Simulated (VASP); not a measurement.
Crystal: Rh.

```
Rh
1.0
     2.55047    0.00000    0.00000
    -1.27523    2.20877    0.00000
     0.00000    0.00000    4.10446
Rh
2
Direct
  0.66667 0.33333 0.75000
  0.33333 0.66667 0.25000
```

This isn't the form of Rh at room conditions, which is fcc.

Base run:

| Property | Result |
| --- | --- |
| Program | VASP 6.6.1 |
| Functional | PBE |
| Potentials or basis | VASP PAW PBE potentials, release 64 (Rh_pv) |
| Cutoff | 500 eV |
| k mesh | 21 × 21 × 12 |
| Occupations | gaussian, width 0.15 eV |
| Spin | collinear spin, ferromagnetic start |
| Starting moments | [0.625, 0.625] μB |
| Fixed moment | 1.25 μB |

Its results: pressure 87.9 GPa; site moments Rh +0.61 μB.

Task: The run is repeated on the same cell with these changes: fixed moment from 1.25 μB to 1.75 μB; moments at the start from [0.62, 0.62] to [0.88, 0.88]. What comes out?

Result: Pressure 91.6 GPa; site moments Rh +0.86 μB.

Caveats: the cell stands under pressure; the total moment is fixed, so each spin has its own Fermi level.
